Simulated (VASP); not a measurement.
# Sn4Ge3 (R-3m) in VASP: notebook

Sn4Ge3 is run at these levels: LDA; tasks: single point.

All numbers are computed with VASP 6.6.1; they aren't measurements. Logs are shortened: lines on timing, memory, paths and dates and some standing lists are left out, and cuts for length are marked.

## 1. The cell of the first run

The structure is trigonal, space group R-3m (No. 166). The conventional cell has a = 4.030 Å, b = 4.030 Å, c = 35.534 Å, α = 90.00°, β = 90.00°, γ = 120.00°. Ge (site symmetry -3m) has 6 Sn at 2.88 Å within 3.8 Å. Within 3.8 Å of Ge (site symmetry 3m) lie 6 Sn at 2.88 Å. Sn (site symmetry 3m) has 3 Sn at 2.88 Å and 3 Ge at 2.88 Å within 3.8 Å. Within 3.8 Å of Sn (site symmetry 3m) lie 6 Ge at 2.88 Å.

## 2. Single point, LDA

File INCAR:

```
SYSTEM = Sn4Ge3
ALGO     = Normal         ! electronic algorithm
EDIFF    = 1E-7           ! SCF threshold, eV
ENCUT    = 520            ! plane-wave cutoff, eV
ISIF     = 2              ! what is computed and relaxed
ISMEAR   = -1             ! smearing method
LASPH    = .True.         ! aspherical terms in the spheres
LCHARG   = .True.         ! write CHGCAR
LELF     = .True.         ! ELF
LREAL    = .False.        ! projectors in reciprocal space
LVHAR    = .True.       
LWAVE    = .False.        ! write WAVECAR
NBANDS   = 58             ! bands
NELM     = 100            ! most SCF steps
PREC     = Accurate       ! precision mode
SIGMA    = 0.0189         ! smearing width, eV
```

File KPOINTS:

```
k-points
0
Gamma
  5 5 5
  0 0 0
```

File POSCAR:

```
Sn4Ge3
1.0
    0.6728290000     -3.9737950000      0.0000000000
    0.0000000000      2.0438530000     -3.4736740000
   12.0712060000      0.0000000000      0.0000000000
Ge Sn
3 4
Direct
    0.0000000000      0.0000000000      0.0000000000
    0.1428000000      0.5714000000      0.2858000000
    0.8572000000      0.4286000000      0.7142000000
    0.7142000000      0.8571000000      0.4287000000
    0.2858000000      0.1429000000      0.5713000000
    0.4286000000      0.7143000000      0.8571000000
    0.5714000000      0.2857000000      0.1429000000
```

Potentials or basis: VASP PAW LDA potentials, release 64 (Ge_d, Sn_d).

Started as:

```sh
cat potpaw_LDA.64/Ge_d/POTCAR potpaw_LDA.64/Sn_d/POTCAR > POTCAR
mpirun -np 1 vasp_std > vasp.out
```

OUTCAR:

```text
SYSTEM = Sn4Ge3
   EDIFF = 1E-7
   ENCUT = 520
   ISIF = 2
   ISMEAR = -1
   LASPH = .True.
   LREAL = .False.
   NELM = 100
   PREC = Accurate

 ion  position               nearest neighbor table
   1  0.000  0.000  0.000-   6 2.88   7 2.88   7 2.88   6 2.88   7 2.88   6 2.88
   2  0.143  0.571  0.286-   4 2.88   7 2.88   4 2.88   7 2.88   4 2.88   7 2.88
   3  0.857  0.429  0.714-   5 2.88   6 2.88   5 2.88   6 2.88   5 2.88   6 2.88
   4  0.714  0.857  0.429-   5 2.88   5 2.88   5 2.88   2 2.88   2 2.88   2 2.88
   5  0.286  0.143  0.571-   4 2.88   4 2.88   4 2.88   3 2.88   3 2.88   3 2.88
   6  0.429  0.714  0.857-   1 2.88   3 2.88   1 2.88   3 2.88   1 2.88   3 2.88
   7  0.571  0.286  0.143-   1 2.88   2 2.88   1 2.88   2 2.88   1 2.88   2 2.88

  LATTYP: Found a trigonal (rhomboedric) cell.
 ALAT       =    12.0712089459
 COS(alpha) =     0.9442614283

  Lattice vectors:

 A1 = (  11.3983770000,   1.9299420000,   3.4736740000)
 A2 = (  12.0712060000,  -0.0000000000,   0.0000000000)
 A3 = (  11.3983770000,   3.9737950000,   0.0000000000)

Analysis of symmetry for initial positions (statically):
=====================================================================
 Subroutine PRICEL returns:
 Original cell was already a primitive cell.

 Routine SETGRP: Setting up the symmetry group for a
 trigonal (rhombohedral) supercell.

 Subroutine GETGRP returns: Found 12 space group operations
 (whereof 12 operations were pure point group operations)
 out of a pool of 12 trial point group operations.

The static configuration has the point symmetry D_3d.

Analysis of symmetry for dynamics (positions and initial velocities):
=====================================================================
 Subroutine PRICEL returns:
 Original cell was already a primitive cell.

 Routine SETGRP: Setting up the symmetry group for a
 trigonal (rhombohedral) supercell.

 Subroutine GETGRP returns: Found 12 space group operations
 (whereof 12 operations were pure point group operations)
 out of a pool of 12 trial point group operations.

The dynamic configuration has the point symmetry D_3d.

 Subroutine INISYM returns: Found 12 space group operations
 (whereof 12 operations are pure point group operations),
 and found     1 'primitive' translations

----------------------------------------------------------------------------------------

                                     Primitive cell

  volume of cell :     166.6269

  direct lattice vectors                    reciprocal lattice vectors
     0.672829000 -3.973795000  0.000000000     0.000000000 -0.251648613 -0.148065930
     0.000000000  2.043853000 -3.473674000     0.000000000  0.000000000 -0.287879634
    12.071206000  0.000000000  0.000000000     0.082841764  0.014026476  0.008252949

  length of vectors
     4.030353032  4.030353104 12.071206000     0.291976958  0.287879634  0.084425180

  position of ions in fractional coordinates (direct lattice)
     0.000000000  0.000000000  0.000000000
     0.142800000  0.571400000  0.285800000
     0.857200000  0.428600000  0.714200000
     0.714200000  0.857100000  0.428700000
     0.285800000  0.142900000  0.571300000
     0.428600000  0.714300000  0.857100000
     0.571400000  0.285700000  0.142900000

  ion indices of the primitive-cell ions
   primitive index   ion index
                 1           1
                 2           2
                 3           3
                 4           4
                 5           5
                 6           6
                 7           7

----------------------------------------------------------------------------------------

 KPOINTS: k-points

Automatic generation of k-mesh.
 Grid dimensions read from file:
 generate k-points for:    5    5    5

 Generating k-lattice:

  Cartesian coordinates                     Fractional coordinates (reciprocal lattice)
     0.000000000 -0.050329723 -0.029613186     0.200000000  0.000000000  0.000000000
     0.000000000  0.000000000 -0.057575927     0.000000000  0.200000000  0.000000000
     0.016568353  0.002805295  0.001650590    -0.000000000  0.000000000  0.200000000

  Length of vectors
     0.058395392  0.057575927  0.016885036

  Shift w.r.t. Gamma in fractional coordinates (k-lattice)
     0.000000000  0.000000000  0.000000000

 Subroutine IBZKPT returns following result:
 ===========================================

 Found     19 irreducible k-points:

 Following reciprocal coordinates:
            Coordinates               Weight
  0.000000  0.000000  0.000000      1.000000
  0.200000  0.000000  0.000000      6.000000
  0.400000  0.000000  0.000000      6.000000
  0.000000  0.200000  0.000000      6.000000
  0.200000  0.200000  0.000000     12.000000
  0.400000  0.200000  0.000000      6.000000
[... 11 lines left out ...]
  0.000000  0.000000  0.400000      2.000000
 -0.200000  0.000000  0.400000      6.000000
   k-points           NKPTS =     19   k-points in BZ     NKDIM =     19   number of bands    NBANDS=     58
   number of dos      NEDOS =    301   number of ions     NIONS =      7
   total plane-waves  NPLWV =  81000
   dimension x,y,z NGX =    30 NGY =   30 NGZ =   90
   dimension x,y,z NGXF=    60 NGYF=   60 NGZF=  180
   ions per type =               3   4
   NGX,Y,Z   is equivalent  to a cutoff of  12.37, 12.37, 12.39 a.u.
   NGXF,Y,Z  is equivalent  to a cutoff of  24.75, 24.75, 24.79 a.u.
 SYSTEM =  Sn4Ge3
   PREC   = accura    normal or accurate (medium, high low for compatibility)
   ISTART =      0    job   : 0-new  1-cont  2-samecut
   ICHARG =      2    charge: 1-file 2-atom 10-const
   ISPIN  =      1    spin polarized calculation?
   LNONCOLLINEAR =      F non collinear calculations
   LSORBIT =      F    spin-orbit coupling
   LASPH  =      T    aspherical Exc in radial PAW
   ENCUT  =  520.0 eV  38.22 Ry    6.18 a.u.   7.49  7.49 22.44*2*pi/ulx,y,z
   NELM   =    100;   NELMIN=  2; NELMDL= -5     # of ELM steps
   EDIFF  = 0.1E-06   stopping-criterion for ELM
   LREAL  =      F    real-space projection
   EDIFFG = 0.1E-05   stopping-criterion for IOM
   NSW    =      0    number of steps for IOM
   IBRION =     -1    ionic relax: 0-MD 1-quasi-New 2-CG
   NFREE  =      0    steps in history (QN), initial steepest desc. (CG)
   ISIF   =      2    stress and relaxation
   ISYM   =      2    0-nonsym 1-usesym 2-fastsym
   POTIM  = 0.5000    time-step for ionic-motion
   TEBEG  =    0.0;   TEEND  =   0.0 temperature during run
   PSTRESS=    0.0 pullay stress
   NELECT =      98.0000    total number of electrons
   NUPDOWN=      -1.0000    fix difference up-down
   EMIN   =  10.00;   EMAX   =-10.00  energy-range for DOS
   EFERMI =   0.00;   METHOD = LEGACY
   ISMEAR =    -1;   SIGMA  =   0.02  broadening in eV -4-tet -1-fermi 0-gaus
   EFERMI_NEDOS =   21; number of points for ismear=-14 and -15
   IALGO  =     38    algorithm
   IMIX   =      4    mixing-type and parameters
     AMIX     =   0.40;   BMIX     =  1.00
     AMIX_MAG =   1.60;   BMIX_MAG =  1.00
  volume/ion in A,a.u.               =      23.80       160.64
  Fermi-wavevector in a.u.,A,eV,Ry     =   1.371624  2.591994 25.597360  1.881353
  Thomas-Fermi vector in A             =   2.497304
   LORBIT       =      0    0 simple, 1 ext, 2 COOP (PROOUT), +10 PAW based schemes
   GGA     = CA    functional components
   LHFCALC =     F    Hartree Fock is set to
   AEXX    =    0.0000 exact exchange contribution
   IVDW    =     0    specifies the selected vdW correction
   LEPSILON=     F    determine dielectric tensor
   LRPA    =     F    only Hartree local field effects (RPA)
 non-spin polarized calculation
  energy-cutoff  :      520.00
  volume of cell :      166.63
 maximum number of plane-waves:      4525
 NGX is ok and might be reduce to    30
   NGX = 15   NGY = 15   NGZ = 45

 number of electron      97.9999990 magnetization

 Free energy of the ion-electron system (eV)
  ---------------------------------------------------
  ext. energy  EPLUGINS =         0.00000000
  ---------------------------------------------------
  free energy    TOTEN  =       -32.57369711 eV

  energy without entropy =      -32.56795366  energy(sigma->0) =      -32.57082539

 E-fermi :   7.0046     XC(G=0): -10.8039

 val. band max:        6.9885924006   @ k =  -0.2000   0.4000   0.0000
 cond. band min:       7.0246148249   @ k =  -0.2000   0.0000   0.4000
 fundamental gap:      0.0360224242
 Fermi energy:         7.0045901795

 k-point     1 :       0.0000    0.0000    0.0000
  band No.  band energies     occupation
      1     -17.5474      2.00000
      2     -17.5474      2.00000
      3     -17.5463      2.00000
      4     -17.5462      2.00000
      5     -17.5338      2.00000
      6     -17.5338      2.00000
[... 50 lines left out ...]
     57      10.3778      0.00000
     58      10.3778      0.00000

 k-point     2 :       0.2000    0.0000    0.0000
  band No.  band energies     occupation
      1     -17.5463      2.00000
      2     -17.5460      2.00000
      3     -17.5458      2.00000
      4     -17.5457      2.00000
      5     -17.5339      2.00000
      6     -17.5332      2.00000
[... 50 lines left out ...]
     57      11.5975      0.00000
     58      11.6349      0.00000

 k-point     3 :       0.4000    0.0000    0.0000
  band No.  band energies     occupation
      1     -17.5451      2.00000
      2     -17.5451      2.00000
      3     -17.5450      2.00000
      4     -17.5445      2.00000
      5     -17.5331      2.00000
      6     -17.5325      2.00000
[... 911 lines left out ...]
      3     -17.5465      2.00000
      4     -17.5464      2.00000
      5     -17.5338      2.00000
      6     -17.5338      2.00000
[... 50 lines left out ...]
     57      10.6461      0.00000
     58      11.5787      0.00000

 k-point    19 :      -0.2000    0.0000    0.4000
  band No.  band energies     occupation
      1     -17.5465      2.00000
      2     -17.5460      2.00000
      3     -17.5458      2.00000
      4     -17.5455      2.00000
      5     -17.5339      2.00000
      6     -17.5332      2.00000
[... 50 lines left out ...]
     57      11.6357      0.00000
     58      11.8137      0.00000

------------------------ aborting loop because EDIFF is reached ----------------------------------------

  FORCE on cell =-STRESS in cart. coord.  units (eV):
  Direction    XX          YY          ZZ          XY          YZ          ZX
  --------------------------------------------------------------------------------------
  -------------------------------------------------------------------------------------
  Total       -2.0206404     -0.7512263     -0.7267322     -0.2212772     -0.0220455     -0.1301963
  in kB      -19.4291784     -7.2233092     -6.9877895     -2.1276592     -0.2119753     -1.2518841
  external PRESSURE =     -11.2134257 kB  Pullay stress =       0.0000000 kB

 VOLUME and BASIS-vectors are now :
 -----------------------------------------------------------------------------
  energy-cutoff  :      520.00
  volume of cell :      166.63
      direct lattice vectors                 reciprocal lattice vectors
     0.672829000 -3.973795000  0.000000000     0.000000000 -0.251648613 -0.148065930
     0.000000000  2.043853000 -3.473674000     0.000000000  0.000000000 -0.287879634
    12.071206000  0.000000000  0.000000000     0.082841764  0.014026476  0.008252949

 POSITION                                       TOTAL-FORCE (eV/Angst)
 -----------------------------------------------------------------------------------
      0.00000      0.00000      0.00000        -0.000000     -0.000000      0.000000
      3.54603      0.60040     -1.98486        -0.032484     -0.005500     -0.003236
      9.19800     -2.53034     -1.48882         0.032484      0.005500      0.003236
      5.65546     -1.08630     -2.97729        -0.979585     -0.165860     -0.097590
      7.08857     -0.84364     -0.49639         0.979585      0.165860      0.097590
     10.63461     -0.24324     -2.48125         0.013286      0.002250      0.001324
      2.10943     -1.68670     -0.99243        -0.013286     -0.002250     -0.001324
 -----------------------------------------------------------------------------------
    total drift:                               -0.000000      0.000000      0.000000

  FREE ENERGIE OF THE ION-ELECTRON SYSTEM (eV)
  ---------------------------------------------------
  free  energy   TOTEN  =       -32.5736971137 eV

  energy  without entropy=      -32.5679536586  energy(sigma->0) =      -32.57082539
```

It took 3.2 min on 1 thread of AMD EPYC 7R43 (Zen 3), shared host; peak memory 0.26 GiB.

What came out:

| Property | Result |
| --- | --- |
| Free energy | -32.5737 eV |
| Pressure | -1.1 GPa |
| Largest force | 0.998 eV/Å |
| Band gap on the k mesh | zero (bands 49 and 50 overlap by 2.02 eV) |

Forces in eV/Å, atoms in the order of the input:
```
Ge   0.000  0.000  0.000
Ge  -0.032 -0.005 -0.003
Ge   0.032  0.005  0.003
Sn  -0.980 -0.166 -0.098
Sn   0.980  0.166  0.098
Sn   0.013  0.002  0.001
Sn  -0.013 -0.002 -0.001
```

Caveat: the k points lie up to 0.36 Å⁻¹ apart, too coarse for converged energies and pressures of a metal; spin-orbit coupling is left out, which moves the levels of the heavy elements.

(Part 1 of 2 ends here.)
